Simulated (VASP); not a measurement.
# BAs (I-4m2) in VASP: further runs

Runs on BAs. Level: LDA. Tasks: single point.

Everything below comes from runs of VASP 6.6.1. Logs are shortened: lines on timing, memory, paths and dates and some standing lists are left out, and cuts for length are marked.

## Step 1: The cell of the first run

The structure is tetragonal, space group I-4m2 (No. 119). The conventional cell has a = 3.313 Å, b = 3.313 Å, c = 4.760 Å, α = 90.00°, β = 90.00°, γ = 90.00°. B (site symmetry -4m2) has 4 As at 2.04 Å within 2.7 Å. As (site symmetry -4m2) has 4 B at 2.04 Å within 2.7 Å.

## Step 2: Single point, LDA (strained cell)

INCAR reads:

```
PREC = Accurate ; ENCUT = 500
EDIFF = 1E-6 ; ISMEAR = 0
SIGMA = 0.02 ; LREAL = False
LASPH = True ; NELM = 120
ALGO = Normal ; ISIF = 2
LWAVE = False ; LCHARG = False
NBANDS = 11 ; GGA_COMPAT = False
```

KPOINTS reads:

```
regular mesh
0
Gamma
  8 8 8
```

POSCAR reads:

```
BAs
1.0
    0.0000000000      2.3423282262      2.3801840359
    2.3423282262      0.0000000000      2.3801840359
    2.3423282262      2.3423282262      0.0000000000
B As
1 1
Direct
    0.0000000000      0.0000000000      0.0000000000
    0.2500000000      0.2500000000      0.2500000000
```

Potentials or basis: VASP PAW LDA potentials, release 64 (B, As).

Started as:

```bash
$ cat potpaw_LDA.64/B/POTCAR potpaw_LDA.64/As/POTCAR > POTCAR
$ mpirun -np 1 vasp_std > vasp.out
```

OUTCAR:

```text
PREC = Accurate
   ENCUT = 500
   EDIFF = 1E-6
   ISMEAR = 0
   LREAL = False
   LASPH = True
   NELM = 120
   ISIF = 2

 ion  position               nearest neighbor table
   1  0.000  0.000  0.000-   2 2.04   2 2.04   2 2.04   2 2.04
   2  0.250  0.250  0.250-   1 2.04   1 2.04   1 2.04   1 2.04

  LATTYP: Found a body centered tetragonal cell.
 ALAT       =     3.3125523450
 C/A-ratio  =     1.4370695391

  Lattice vectors:

 A1 = (  -2.3423282262,   0.0000000000,   2.3801840359)
 A2 = (   2.3423282262,   0.0000000000,   2.3801840359)
 A3 = (   0.0000000000,   2.3423282262,  -2.3801840359)

Analysis of symmetry for initial positions (statically):
=====================================================================
 Subroutine PRICEL returns:
 Original cell was already a primitive cell.

 Routine SETGRP: Setting up the symmetry group for a
 body centered tetragonal supercell.

 Subroutine GETGRP returns: Found  8 space group operations
 (whereof  8 operations were pure point group operations)
 out of a pool of 16 trial point group operations.

The static configuration has the point symmetry D_2d.

Analysis of symmetry for dynamics (positions and initial velocities):
=====================================================================
 Subroutine PRICEL returns:
 Original cell was already a primitive cell.

 Routine SETGRP: Setting up the symmetry group for a
 body centered tetragonal supercell.

 Subroutine GETGRP returns: Found  8 space group operations
 (whereof  8 operations were pure point group operations)
 out of a pool of 16 trial point group operations.

The dynamic configuration has the point symmetry D_2d.

 Subroutine INISYM returns: Found  8 space group operations
 (whereof  8 operations are pure point group operations),
 and found     1 'primitive' translations

----------------------------------------------------------------------------------------

                                     Primitive cell

  volume of cell :      26.1178

  direct lattice vectors                    reciprocal lattice vectors
     0.000000000  2.342328226  2.380184036    -0.213462825  0.213462825  0.210067790
     2.342328226  0.000000000  2.380184036     0.213462825 -0.213462825  0.210067790
     2.342328226  2.342328226  0.000000000     0.213462825  0.213462825 -0.210067790

  length of vectors
     3.339427730  3.339427730  3.312552345     0.367778781  0.367778781  0.367778781

  position of ions in fractional coordinates (direct lattice)
     0.000000000  0.000000000  0.000000000
     0.250000000  0.250000000  0.250000000

  ion indices of the primitive-cell ions
   primitive index   ion index
                 1           1
                 2           2

----------------------------------------------------------------------------------------

 KPOINTS: regular mesh

Automatic generation of k-mesh.
 Grid dimensions read from file:
 generate k-points for:    8    8    8

 Generating k-lattice:

  Cartesian coordinates                     Fractional coordinates (reciprocal lattice)
    -0.026682853  0.026682853  0.026258474     0.125000000  0.000000000  0.000000000
     0.026682853 -0.026682853  0.026258474     0.000000000  0.125000000  0.000000000
     0.026682853  0.026682853 -0.026258474    -0.000000000 -0.000000000  0.125000000

  Length of vectors
     0.045972348  0.045972348  0.045972348

  Shift w.r.t. Gamma in fractional coordinates (k-lattice)
     0.000000000  0.000000000  0.000000000

 Subroutine IBZKPT returns following result:
 ===========================================

 Found     59 irreducible k-points:

 Following reciprocal coordinates:
            Coordinates               Weight
  0.000000  0.000000  0.000000      1.000000
  0.125000  0.000000  0.000000      8.000000
  0.250000  0.000000  0.000000      8.000000
  0.375000  0.000000  0.000000      8.000000
  0.500000  0.000000  0.000000      4.000000
  0.125000  0.125000  0.000000      2.000000
[... 16 lines left out ...]
  0.250000  0.000000  0.125000     16.000000
  0.375000  0.000000  0.125000     16.000000
 [... further k-points ...]
   k-points           NKPTS =     59   k-points in BZ     NKDIM =     59   number of bands    NBANDS=     11
   number of dos      NEDOS =    301   number of ions     NIONS =      2
   total plane-waves  NPLWV =  13824
   dimension x,y,z NGX =    24 NGY =   24 NGZ =   24
   dimension x,y,z NGXF=    48 NGYF=   48 NGZF=   48
   ions per type =               1   1
   NGX,Y,Z   is equivalent  to a cutoff of  11.95, 11.95, 12.04 a.u.
   NGXF,Y,Z  is equivalent  to a cutoff of  23.90, 23.90, 24.09 a.u.
 SYSTEM =  unknown system
   PREC   = accura    normal or accurate (medium, high low for compatibility)
   ISTART =      0    job   : 0-new  1-cont  2-samecut
   ICHARG =      2    charge: 1-file 2-atom 10-const
   ISPIN  =      1    spin polarized calculation?
   LNONCOLLINEAR =      F non collinear calculations
   LSORBIT =      F    spin-orbit coupling
   LASPH  =      T    aspherical Exc in radial PAW
   ENCUT  =  500.0 eV  36.75 Ry    6.06 a.u.   6.09  6.09  6.04*2*pi/ulx,y,z
   NELM   =    120;   NELMIN=  2; NELMDL= -5     # of ELM steps
   EDIFF  = 0.1E-05   stopping-criterion for ELM
   LREAL  =      F    real-space projection
   EDIFFG = 0.1E-04   stopping-criterion for IOM
   NSW    =      0    number of steps for IOM
   IBRION =     -1    ionic relax: 0-MD 1-quasi-New 2-CG
   NFREE  =      0    steps in history (QN), initial steepest desc. (CG)
   ISIF   =      2    stress and relaxation
   ISYM   =      2    0-nonsym 1-usesym 2-fastsym
   POTIM  = 0.5000    time-step for ionic-motion
   TEBEG  =    0.0;   TEEND  =   0.0 temperature during run
   PSTRESS=    0.0 pullay stress
   NELECT =       8.0000    total number of electrons
   NUPDOWN=      -1.0000    fix difference up-down
   EMIN   =  10.00;   EMAX   =-10.00  energy-range for DOS
   EFERMI =   0.00;   METHOD = LEGACY
   ISMEAR =     0;   SIGMA  =   0.02  broadening in eV -4-tet -1-fermi 0-gaus
   EFERMI_NEDOS =   21; number of points for ismear=-14 and -15
   IALGO  =     38    algorithm
   IMIX   =      4    mixing-type and parameters
     AMIX     =   0.40;   BMIX     =  1.00
     AMIX_MAG =   1.60;   BMIX_MAG =  1.00
  volume/ion in A,a.u.               =      13.06        88.13
  Fermi-wavevector in a.u.,A,eV,Ry     =   1.103552  2.085411 16.569543  1.217827
  Thomas-Fermi vector in A             =   2.240012
   LORBIT       =      0    0 simple, 1 ext, 2 COOP (PROOUT), +10 PAW based schemes
   GGA     = CA    functional components
   LHFCALC =     F    Hartree Fock is set to
   AEXX    =    0.0000 exact exchange contribution
   IVDW    =     0    specifies the selected vdW correction
   LEPSILON=     F    determine dielectric tensor
   LRPA    =     F    only Hartree local field effects (RPA)
 non-spin polarized calculation
 Gauss-broadening in eV      SIGMA  =   0.02
  energy-cutoff  :      500.00
  volume of cell :       26.12
 maximum number of plane-waves:       676
   NGX = 13   NGY = 13   NGZ = 13

 number of electron       8.0000001 magnetization

 Free energy of the ion-electron system (eV)
  ---------------------------------------------------
  ext. energy  EPLUGINS =         0.00000000
  ---------------------------------------------------
  free energy    TOTEN  =       -12.91553885 eV

  energy without entropy =      -12.91553885  energy(sigma->0) =      -12.91553885

 E-fermi :   6.8708     XC(G=0): -10.9619

 val. band max:        6.7007548357   @ k =   0.0000   0.0000   0.0000
 cond. band min:       7.6773049585   @ k =   0.3750   0.0000   0.3750
 fundamental gap:      0.9765501228
 Fermi energy:         6.8707832696

 k-point     1 :       0.0000    0.0000    0.0000
  band No.  band energies     occupation
      1      -9.1226      2.00000
      2       6.5387      2.00000
      3       6.7008      2.00000
      4       6.7008      2.00000
      5       9.9191      0.00000
      6       9.9191      0.00000
      7      10.0215      0.00000
      8      11.8857      0.00000
      9      16.2221      0.00000
     10      19.6147      0.00000
     11      20.0872      0.00000

 k-point     2 :       0.1250    0.0000    0.0000
  band No.  band energies     occupation
      1      -8.8572      2.00000
      2       4.6474      2.00000
      3       6.1286      2.00000
      4       6.2485      2.00000
      5      10.1578      0.00000
      6      10.5281      0.00000
      7      10.5921      0.00000
      8      13.0168      0.00000
      9      17.2120      0.00000
     10      18.2211      0.00000
     11      18.5453      0.00000

 k-point     3 :       0.2500    0.0000    0.0000
  band No.  band energies     occupation
      1      -8.0826      2.00000
      2       1.5877      2.00000
      3       5.3722      2.00000
      4       5.5280      2.00000
      5       9.9100      0.00000
      6      11.3558      0.00000
      7      11.3775      0.00000
      8      14.7513      0.00000
      9      17.8207      0.00000
     10      18.0486      0.00000
     11      18.1173      0.00000

 k-point     4 :       0.3750    0.0000    0.0000
  band No.  band energies     occupation
      1      -6.9234      2.00000
      2      -1.0892      2.00000
      3       4.8406      2.00000
      4       5.0281      2.00000
      5       9.6640      0.00000
      6      11.4681      0.00000
      7      11.5725      0.00000
      8      15.4500      0.00000
      9      18.5780      0.00000
     10      19.4733      0.00000
     11      19.5814      0.00000
[... 239 lines left out ...]
 k-point    22 :       0.1250    0.0000    0.1250
  band No.  band energies     occupation
      1      -8.7646      2.00000
      2       5.2990      2.00000
      3       5.3461      2.00000
      4       5.4469      2.00000
      5       9.1603      0.00000
      6      11.4555      0.00000
      7      11.6619      0.00000
      8      12.6916      0.00000
      9      17.0077      0.00000
     10      17.6261      0.00000
     11      20.1017      0.00000

 k-point    23 :       0.2500    0.0000    0.1250
  band No.  band energies     occupation
      1      -8.1536      2.00000
      2       2.6108      2.00000
      3       4.6151      2.00000
      4       5.0125      2.00000
      5       9.4245      0.00000
      6      11.7811      0.00000
      7      12.6202      0.00000
      8      13.2391      0.00000
      9      17.0905      0.00000
     10      19.1084      0.00000
     11      19.7385      0.00000

 k-point    24 :       0.3750    0.0000    0.1250
  band No.  band energies     occupation
      1      -7.0989      2.00000
      2      -0.1520      2.00000
      3       4.1452      2.00000
      4       4.2623      2.00000
      5       9.8251      0.00000
      6      11.8025      0.00000
      7      12.8031      0.00000
      8      14.0229      0.00000
      9      18.1343      0.00000
     10      19.7692      0.00000
     11      20.7488      0.00000

 [... further k-points ...]

------------------------ aborting loop because EDIFF is reached ----------------------------------------

  FORCE on cell =-STRESS in cart. coord.  units (eV):
  Direction    XX          YY          ZZ          XY          YZ          ZX
  --------------------------------------------------------------------------------------
  -------------------------------------------------------------------------------------
  Total        0.7101381      0.7101381      0.1347921      0.0000000      0.0000000      0.0000000
  in kB       43.5629600     43.5629600      8.2687337      0.0000000      0.0000000      0.0000000
  external PRESSURE =      31.7982179 kB  Pullay stress =       0.0000000 kB

 VOLUME and BASIS-vectors are now :
 -----------------------------------------------------------------------------
  energy-cutoff  :      500.00
  volume of cell :       26.12
      direct lattice vectors                 reciprocal lattice vectors
     0.000000000  2.342328226  2.380184036    -0.213462825  0.213462825  0.210067790
     2.342328226  0.000000000  2.380184036     0.213462825 -0.213462825  0.210067790
     2.342328226  2.342328226  0.000000000     0.213462825  0.213462825 -0.210067790

 POSITION                                       TOTAL-FORCE (eV/Angst)
 -----------------------------------------------------------------------------------
      0.00000      0.00000      0.00000         0.000000      0.000000     -0.000000
      1.17116      1.17116      1.19009         0.000000     -0.000000      0.000000
 -----------------------------------------------------------------------------------
    total drift:                                0.000000      0.000000      0.000000

  FREE ENERGIE OF THE ION-ELECTRON SYSTEM (eV)
  ---------------------------------------------------
  free  energy   TOTEN  =       -12.9155388503 eV

  energy  without entropy=      -12.9155388503  energy(sigma->0) =      -12.91553885
```

Wall time 16 s (1 thread of AMD EPYC 7R13, shared host); peak memory 0.13 GiB.

Results:

```
Free energy            : -12.9155 eV
Pressure               : 3.2 GPa
Band gap on the k mesh : 0.98 eV (least direct gap 3.22 eV)
```

Caveat: the cell differs from its parent crystal (strained cell); the cell stands under pressure.

(Part 1 of 2 ends here.)
